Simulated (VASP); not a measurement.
Wanted: the native input for a VASP 6.6.1 run.

```yaml
Task: single point
Functional: PBE
Potentials_or_basis: VASP PAW PBE potentials, release 64 (Si, C)
Cutoff: 520 eV
k_mesh: 16 × 16 × 3
Occupations: fermi-dirac, width 0.02 eV
Spin: no spin polarisation
Dipole_correction: no
Further_INCAR_settings: ALGO = Normal; EDIFF = 1e-06; NBANDS = 36
```

The structure of SiC (Moissanite 6O SiC) lies in POSCAR:

```
SiC
1.0
    1.5389000000     -2.6675000000      0.0000000000
    1.5389000000      2.6675000000      0.0000000000
    0.0000000000      0.0000000000     14.8194620000
Si C
6 6
Direct
    0.1666597886      0.8333402114      0.8573095259
    0.8333402114      0.1666597886      0.3573095259
    0.5001376972      0.4998623028      0.5241611563
    0.4998623028      0.5001376972      0.0241611563
    0.8334571541      0.1665428459      0.6908077287
    0.1665428459      0.8334571541      0.1908077287
    0.5001989238      0.4998010762      0.6502305161
    0.4998010762      0.5001989238      0.1502305161
    0.1666008696      0.8333991304      0.9830674461
    0.8333991304      0.1666008696      0.4830674461
    0.8333986295      0.1666013705      0.8165636268
    0.1666013705      0.8333986295      0.3165636268
```

This cell differs from its parent crystal: z stretched by -2 %, then relaxed in part.

The input as run:

INCAR

```
SYSTEM = SiC
PREC     = Accurate       ! precision mode
ENCUT    = 520            ! plane-wave cutoff, eV
EDIFF    = 1E-6           ! SCF threshold, eV
ISMEAR   = -1             ! smearing method
SIGMA    = 0.02           ! smearing width, eV
LREAL    = .False.        ! projectors in reciprocal space
LASPH    = .True.         ! aspherical terms in the spheres
NELM     = 80             ! most SCF steps
ALGO     = Normal         ! electronic algorithm
ISIF     = 2              ! what is computed and relaxed
LWAVE    = .False.        ! write WAVECAR
LCHARG   = .False.        ! write CHGCAR
GGA      = PE             ! functional
NBANDS   = 36             ! bands
```

KPOINTS

```
Automatic mesh
0
Gamma
  16 16 3
  0 0 0
```

Potentials or basis: VASP PAW PBE potentials, release 64 (Si, C).

Run with:

```sh
$ cat potpaw_PBE.64/Si/POTCAR potpaw_PBE.64/C/POTCAR > POTCAR
$ mpirun -np 1 vasp_std > vasp.out
```

Results of the run:

- Pressure: 7.9 GPa
- Largest force: 0.004 eV/Å
- Band gap on the k mesh: 1.92 eV, indirect (least direct gap 3.14 eV)

Caveat: the cell differs from its parent crystal (z stretched by -2 %, then relaxed in part).

Run time: 7.6 min on 1 thread of Intel Xeon 6975P-C (shared host), peak memory 0.55 GiB.
